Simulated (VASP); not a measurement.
A run of VASP 6.6.1 is set up as follows.

Contents of INCAR:

```
SYSTEM = Mg
PREC = Accurate ; ENCUT = 600
EDIFF = 1E-6 ; ISMEAR = -1
SIGMA = 0.1 ; LREAL = .FALSE.
LASPH = .TRUE. ; NELM = 60
ALGO = Normal ; ISIF = 4
LWAVE = .FALSE. ; LCHARG = .FALSE.
GGA = PE ; IBRION = 2
NSW = 50 ; EDIFFG = -0.005
```

KPOINTS

```
regular mesh
0
G
  15 15 8
  0 0 0
```

The input POSCAR:

```
Mg
1.0
    2.8222188583      0.0000000000      0.0000000000
   -1.4111094292      2.4441132263      0.0000000000
    0.0000000000      0.0000000000      4.5247320857
Mg
2
Direct
    0.3333333333      0.6666666667      0.2500000000
    0.6666666667      0.3333333333      0.7500000000
```

Potentials or basis: VASP PAW PBE potentials, release 64 (Mg).

Command:

```bash
$ cat potpaw_PBE.64/Mg/POTCAR > POTCAR
$ mpirun -np 1 vasp_std > vasp.out
```

Problem. Estimate the band gap on the k mesh.

Solution. Zero (bands 2 and 3 overlap by 2.11 eV).

The path:
```tsv
step	energy change (eV)	largest force (eV/Å)	pressure (GPa)	volume (Å³)
1	0.0000	0.0000	29.76	31.21
2	-0.0001	0.0000	29.76	31.21
3	-0.0001	0.0000	29.76	31.21
```
